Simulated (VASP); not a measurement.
# P (P6_3/mmc) in VASP: further runs

The runs below take P through single point, with r2SCAN.

Program: VASP 6.6.1. These are calculated values, not measurements. Logs are shortened: lines on timing, memory, paths and dates and some standing lists are left out, and cuts for length are marked.

## (1) The cell of the first run

Symmetry: P6_3/mmc, No. 194, hexagonal system. The conventional cell has a = 2.610 Å, b = 2.610 Å, c = 10.106 Å, α = 90.00°, β = 90.00°, γ = 120.00°. P (site symmetry -3m) has 12 P at 2.61 to 2.94 Å within 3.4 Å. P (site symmetry -6m2) has 12 P at 2.61 to 2.94 Å within 3.4 Å.

## (2) Single point, r2SCAN

POSCAR

```
P
1.0
    2.6103155800      0.0000000000      0.0000000000
   -1.3051577900      2.2605996042      0.0000000000
    0.0000000000      0.0000000000     10.1061596520
P
4
Direct
    1.0000000000      1.0000000000      1.0000000000
    1.0000000000      1.0000000000      0.5000000000
    0.3333333333      0.6666666667      0.2500000000
    0.6666666667      0.3333333333      0.7500000000
```

INCAR.step1

```
ALGO     = Normal         # electronic algorithm
EDIFF    = 1E-4           # SCF threshold, eV
ENCUT    = 520            # plane-wave cutoff, eV
GGA      = PE             # functional
ISMEAR   = -1             # smearing method
LASPH    = T              # aspherical terms in the spheres
LCHARG   = F              # write CHGCAR
LREAL    = F              # projectors in reciprocal space
LWAVE    = T              # write WAVECAR
NBANDS   = 18             # bands
NELM     = 60             # most SCF steps
PREC     = Accurate       # precision mode
SIGMA    = 0.1            # smearing width, eV
```

INCAR.step2

```
ALGO     = Normal         # electronic algorithm
EDIFF    = 1E-7           # SCF threshold, eV
ENCUT    = 520            # plane-wave cutoff, eV
ISIF     = 2              # what is computed and relaxed
ISMEAR   = -1             # smearing method
ISTART   = 1            
LASPH    = T              # aspherical terms in the spheres
LCHARG   = T              # write CHGCAR
LELF     = T              # ELF
LMIXTAU  = T            
LREAL    = F              # projectors in reciprocal space
LVHAR    = T            
LWAVE    = F              # write WAVECAR
METAGGA  = R2SCAN         # meta-GGA
NBANDS   = 18             # bands
NELM     = 60             # most SCF steps
PREC     = Accurate       # precision mode
SIGMA    = 0.1            # smearing width, eV
```

KPOINTS

```
k-points
0
Gamma
  13 13 4
```

Potentials or basis: VASP PAW PBE potentials, release 64 (P).

The run is started by

```console
> cat potpaw_PBE.64/P/POTCAR > POTCAR
> cp INCAR.step1 INCAR
> mpirun -np 1 vasp_std > vasp.out
> cp INCAR.step2 INCAR
> mpirun -np 1 vasp_std > vasp.out
```

OUTCAR:

```text
EDIFF = 1E-7
   ENCUT = 520
   ISIF = 2
   ISMEAR = -1
   ISTART = 1
   LASPH = T
   LREAL = F
   METAGGA = R2SCAN
   NELM = 60
   PREC = Accurate

 ion  position               nearest neighbor table
   1  0.000  0.000  0.000-   3 2.94   4 2.94   4 2.94   3 2.94   4 2.94   3 2.94
   2  0.000  0.000  0.500-   3 2.94   4 2.94   4 2.94   3 2.94   4 2.94   3 2.94
   3  0.333  0.667  0.250-   1 2.94   2 2.94   1 2.94   2 2.94   1 2.94   2 2.94
   4  0.667  0.333  0.750-   1 2.94   2 2.94   1 2.94   2 2.94   1 2.94   2 2.94

  LATTYP: Found a hexagonal cell.
 ALAT       =     2.6103155800
 C/A-ratio  =     3.8716236954

  Lattice vectors:

 A1 = (   2.6103155800,   0.0000000000,   0.0000000000)
 A2 = (  -1.3051577900,   2.2605996042,   0.0000000000)
 A3 = (   0.0000000000,   0.0000000000,  10.1061596520)

Analysis of symmetry for initial positions (statically):
=====================================================================
 Subroutine PRICEL returns:
 Original cell was already a primitive cell.

 Routine SETGRP: Setting up the symmetry group for a
 hexagonal supercell.

 Subroutine GETGRP returns: Found 24 space group operations
 (whereof 12 operations were pure point group operations)
 out of a pool of 24 trial point group operations.

The static configuration has the point symmetry D_3d.
 The point group associated with its full space group is D_6h.

Analysis of symmetry for dynamics (positions and initial velocities):
=====================================================================
 Subroutine PRICEL returns:
 Original cell was already a primitive cell.

 Routine SETGRP: Setting up the symmetry group for a
 hexagonal supercell.

 Subroutine GETGRP returns: Found 24 space group operations
 (whereof 12 operations were pure point group operations)
 out of a pool of 24 trial point group operations.

The dynamic configuration has the point symmetry D_3d.
 The point group associated with its full space group is D_6h.

 Subroutine INISYM returns: Found 24 space group operations
 (whereof 12 operations are pure point group operations),
 and found     1 'primitive' translations

----------------------------------------------------------------------------------------

                                     Primitive cell

  volume of cell :      59.6352

  direct lattice vectors                    reciprocal lattice vectors
     2.610315580  0.000000000  0.000000000     0.383095442  0.221180256  0.000000000
    -1.305157790  2.260599604  0.000000000     0.000000000  0.442360513  0.000000000
     0.000000000  0.000000000 10.106159652     0.000000000  0.000000000  0.098949555

  length of vectors
     2.610315580  2.610315580 10.106159652     0.442360513  0.442360513  0.098949555

  position of ions in fractional coordinates (direct lattice)
     0.000000000  0.000000000  0.000000000
     0.000000000  0.000000000  0.500000000
     0.333333333  0.666666667  0.250000000
     0.666666667  0.333333333  0.750000000

  ion indices of the primitive-cell ions
   primitive index   ion index
                 1           1
                 2           2
                 3           3
                 4           4

----------------------------------------------------------------------------------------

 KPOINTS: k-points

Automatic generation of k-mesh.
 Grid dimensions read from file:
 generate k-points for:   13   13    4

 Generating k-lattice:

  Cartesian coordinates                     Fractional coordinates (reciprocal lattice)
     0.029468880  0.017013866  0.000000000     0.076923077  0.000000000  0.000000000
     0.000000000  0.034027732  0.000000000     0.000000000  0.076923077  0.000000000
     0.000000000  0.000000000  0.024737389     0.000000000  0.000000000  0.250000000

  Length of vectors
     0.034027732  0.034027732  0.024737389

  Shift w.r.t. Gamma in fractional coordinates (k-lattice)
     0.000000000  0.000000000  0.000000000

 Subroutine IBZKPT returns following result:
 ===========================================

 Found     63 irreducible k-points:

 Following reciprocal coordinates:
            Coordinates               Weight
  0.000000  0.000000  0.000000      1.000000
  0.076923  0.000000  0.000000      6.000000
  0.153846 -0.000000  0.000000      6.000000
  0.230769 -0.000000  0.000000      6.000000
  0.307692 -0.000000  0.000000      6.000000
  0.384615  0.000000  0.000000      6.000000
[... 16 lines left out ...]
  0.076923  0.000000  0.250000     12.000000
  0.153846 -0.000000  0.250000     12.000000
 [... further k-points ...]
   k-points           NKPTS =     63   k-points in BZ     NKDIM =     63   number of bands    NBANDS=     18
   number of dos      NEDOS =    301   number of ions     NIONS =      4
   total plane-waves  NPLWV =  32000
   dimension x,y,z NGX =    20 NGY =   20 NGZ =   80
   dimension x,y,z NGXF=    40 NGYF=   40 NGZF=  160
   ions per type =               4
   NGX,Y,Z   is equivalent  to a cutoff of  12.74, 12.74, 13.16 a.u.
   NGXF,Y,Z  is equivalent  to a cutoff of  25.48, 25.48, 26.32 a.u.
 SYSTEM =  unknown system
   PREC   = accura    normal or accurate (medium, high low for compatibility)
   ISTART =      1    job   : 0-new  1-cont  2-samecut
   ICHARG =      0    charge: 1-file 2-atom 10-const
   ISPIN  =      1    spin polarized calculation?
   LNONCOLLINEAR =      F non collinear calculations
   LSORBIT =      F    spin-orbit coupling
   LASPH  =      T    aspherical Exc in radial PAW
   ENCUT  =  520.0 eV  38.22 Ry    6.18 a.u.   4.85  4.85 18.79*2*pi/ulx,y,z
   NELM   =     60;   NELMIN=  2; NELMDL=  0     # of ELM steps
   EDIFF  = 0.1E-06   stopping-criterion for ELM
   LREAL  =      F    real-space projection
   EDIFFG = 0.1E-05   stopping-criterion for IOM
   NSW    =      0    number of steps for IOM
   IBRION =     -1    ionic relax: 0-MD 1-quasi-New 2-CG
   NFREE  =      0    steps in history (QN), initial steepest desc. (CG)
   ISIF   =      2    stress and relaxation
   ISYM   =      2    0-nonsym 1-usesym 2-fastsym
   POTIM  = 0.5000    time-step for ionic-motion
   TEBEG  =    0.0;   TEEND  =   0.0 temperature during run
   PSTRESS=    0.0 pullay stress
   NELECT =      20.0000    total number of electrons
   NUPDOWN=      -1.0000    fix difference up-down
   EMIN   =  10.00;   EMAX   =-10.00  energy-range for DOS
   EFERMI =   0.00;   METHOD = LEGACY
   ISMEAR =    -1;   SIGMA  =   0.10  broadening in eV -4-tet -1-fermi 0-gaus
   EFERMI_NEDOS =   21; number of points for ismear=-14 and -15
   IALGO  =     38    algorithm
   IMIX   =      4    mixing-type and parameters
     AMIX     =   0.40;   BMIX     =  1.00
     AMIX_MAG =   1.60;   BMIX_MAG =  1.00
  volume/ion in A,a.u.               =      14.91       100.61
  Fermi-wavevector in a.u.,A,eV,Ry     =   1.137410  2.149394 17.601892  1.293703
  Thomas-Fermi vector in A             =   2.274115
   LORBIT       =      0    0 simple, 1 ext, 2 COOP (PROOUT), +10 PAW based schemes
   METAGGA = R2SCAN    functional components
   LHFCALC =     F    Hartree Fock is set to
   AEXX    =    0.0000 exact exchange contribution
   IVDW    =     0    specifies the selected vdW correction
   LEPSILON=     F    determine dielectric tensor
   LRPA    =     F    only Hartree local field effects (RPA)
 non-spin polarized calculation
  energy-cutoff  :      520.00
  volume of cell :       59.64
 maximum number of plane-waves:      1633
 NGX is ok and might be reduce to    20
   NGX =  9   NGY =  9   NGZ = 37

 number of electron      19.9999998 magnetization

 Free energy of the ion-electron system (eV)
  ---------------------------------------------------
  ext. energy  EPLUGINS =         0.00000000
  ---------------------------------------------------
  free energy    TOTEN  =       -31.73185115 eV

  energy without entropy =      -31.67611938  energy(sigma->0) =      -31.70398526

 E-fermi :   9.3247     XC(G=0): -12.0304

 val. band max:        9.3192215101   @ k =   0.3846   0.2308   0.0000
 cond. band min:       9.3271659742   @ k =   0.1538   0.1538   0.5000
 fundamental gap:      0.0079444641
 Fermi energy:         9.3246762636

 k-point     1 :       0.0000    0.0000    0.0000
  band No.  band energies     occupation
      1      -7.6839      2.00000
      2      -6.3852      2.00000
      3      -6.3437      2.00000
      4      -3.8876      2.00000
      5       0.8809      2.00000
      6       5.9664      2.00000
[... 10 lines left out ...]
     17      17.9681      0.00000
     18      22.2989      0.00000

 k-point     2 :       0.0769    0.0000    0.0000
  band No.  band energies     occupation
      1      -7.5106      2.00000
      2      -6.2128      2.00000
      3      -6.1713      2.00000
      4      -3.7174      2.00000
      5       1.0464      2.00000
      6       6.1208      2.00000
[... 10 lines left out ...]
     17      18.2777      0.00000
     18      21.3994      0.00000

 k-point     3 :       0.1538   -0.0000    0.0000
  band No.  band energies     occupation
      1      -6.9917      2.00000
      2      -5.6970      2.00000
      3      -5.6555      2.00000
      4      -3.2086      2.00000
      5       1.5414      2.00000
      6       6.5776      2.00000
[... 10 lines left out ...]
     17      18.5078      0.00000
     18      19.7645      0.00000

 k-point     4 :       0.2308   -0.0000    0.0000
  band No.  band energies     occupation
      1      -6.1307      2.00000
      2      -4.8418      2.00000
      3      -4.8004      2.00000
      4      -2.3670      2.00000
      5       2.3595      2.00000
      6       7.2999      2.00000
[... 375 lines left out ...]
      4      -4.2046      2.00000
      5       1.3640      2.00000
      6       4.1463      2.00000
[... 10 lines left out ...]
     17      18.5471      0.00000
     18      21.6625      0.00000

 k-point    23 :       0.0769    0.0000    0.2500
  band No.  band energies     occupation
      1      -7.4260      2.00000
      2      -6.7587      2.00000
      3      -5.4981      2.00000
      4      -4.0341      2.00000
      5       1.5289      2.00000
      6       4.3060      2.00000
[... 10 lines left out ...]
     17      19.0311      0.00000
     18      21.3347      0.00000

 k-point    24 :       0.1538   -0.0000    0.2500
  band No.  band energies     occupation
      1      -6.9072      2.00000
      2      -6.2415      2.00000
      3      -4.9841      2.00000
      4      -3.5242      2.00000
      5       2.0215      2.00000
      6       4.7815      2.00000
[... 10 lines left out ...]
     17      19.0547      0.00000
     18      19.6947      0.00000

 [... further k-points ...]
[... 5 lines left out ...]
  --------------------------------------------------------------------------------------
  -------------------------------------------------------------------------------------
  Total       -0.0467164     -0.0467164     -0.0364722      0.0000000      0.0000000      0.0000000
  in kB       -1.2550956     -1.2550956     -0.9798716      0.0000000      0.0000000      0.0000000
  external PRESSURE =      -1.1633543 kB  Pullay stress =       0.0000000 kB

 VOLUME and BASIS-vectors are now :
 -----------------------------------------------------------------------------
  energy-cutoff  :      520.00
  volume of cell :       59.64
      direct lattice vectors                 reciprocal lattice vectors
     2.610315580  0.000000000  0.000000000     0.383095442  0.221180256  0.000000000
    -1.305157790  2.260599604  0.000000000     0.000000000  0.442360513  0.000000000
     0.000000000  0.000000000 10.106159652     0.000000000  0.000000000  0.098949555

 POSITION                                       TOTAL-FORCE (eV/Angst)
 -----------------------------------------------------------------------------------
      0.00000      0.00000      0.00000        -0.000000     -0.000000      0.000000
      0.00000      0.00000      5.05308        -0.000000     -0.000000      0.000000
     -0.00000      1.50707      2.52654        -0.000000      0.000000     -0.000000
      1.30516      0.75353      7.57962         0.000000      0.000000     -0.000000
 -----------------------------------------------------------------------------------
    total drift:                                0.000000     -0.000000      0.000000

  FREE ENERGIE OF THE ION-ELECTRON SYSTEM (eV)
  ---------------------------------------------------
  free  energy   TOTEN  =       -31.7318511467 eV

  energy  without entropy=      -31.6761193809  energy(sigma->0) =      -31.70398526
```

It took 2.1 min on 1 thread of Intel Xeon 6975P-C (Granite Rapids), shared host; peak memory 0.2 GiB.

What came out:

| Quantity | Value |
| --- | --- |
| Free energy | -31.7319 eV |
| Pressure | -0.1 GPa |
| Band gap on the k mesh | zero (band 10 reaches 16.95 eV, above the bottom of band 11 at 5.81 eV) |

Caveat: the PAW data sets were made with another functional, which shifts forces and pressure a little.

(Part 1 of 2 ends here.)
